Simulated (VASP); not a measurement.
Wanted: the native input for a VASP 6.6.1 run.

* Task: single point
* Functional: PBE
* Potentials or basis: VASP PAW PBE potentials, release 64 (Re, I)
* Cutoff: 520 eV
* k mesh: 4 × 4 × 4
* Occupations: gaussian, width 0.1 eV
* Spin: collinear spin
* Starting moments: [1.0, 1.0, 1.0, 0.0] μB
* Dipole correction: no
* Further INCAR settings: ALGO = Fast; EDIFF = 1e-07; NBANDS = 26

The structure of Re3I lies in POSCAR:

```
Re3I
1.0
    4.3731807516      0.0000000000      0.0000000000
    0.0000000000      4.3731807516      0.0000000000
    0.0000000000      0.0000000000      4.3731807516
Re I
3 1
Direct
    0.0000000000      0.5000000000      0.5000000000
    0.5000000000      0.0000000000      0.5000000000
    0.5000000000      0.5000000000      0.0000000000
    0.0000000000      0.0000000000      0.0000000000
```

The input as run:

INCAR

```
PREC = Accurate
ENCUT = 520
EDIFF = 1E-7
ISMEAR = 0
SIGMA = 0.1
LREAL = F
LASPH = T
NELM = 150
ALGO = Fast
ISIF = 2
LWAVE = F
LCHARG = T
ISPIN = 2
MAGMOM = 1 1 1 0
LORBIT = 11
LMAXMIX = 4
GGA = PE
LELF = T
LVHAR = T
NBANDS = 26
```

KPOINTS

```
regular mesh
0
Gamma
  4 4 4
```

Potentials or basis: VASP PAW PBE potentials, release 64 (Re, I).

Command:

```bash
$ cat potpaw_PBE.64/Re/POTCAR potpaw_PBE.64/I/POTCAR > POTCAR
$ mpirun -np 1 vasp_std > vasp.out
```

It gave:

The pressure is -27.6 GPa, the net moment is 2.50 μB per cell and the site moments are Re +0.77; I -0.03 μB. The valence electrons inside the program's atomic spheres are Re 5.38; I 4.09.

Caveat: the cell stands under tension.

Run time: 75 s on 1 thread of Oxide Virtual Turin-like Processor, with other jobs on the host, peak memory 0.22 GiB.
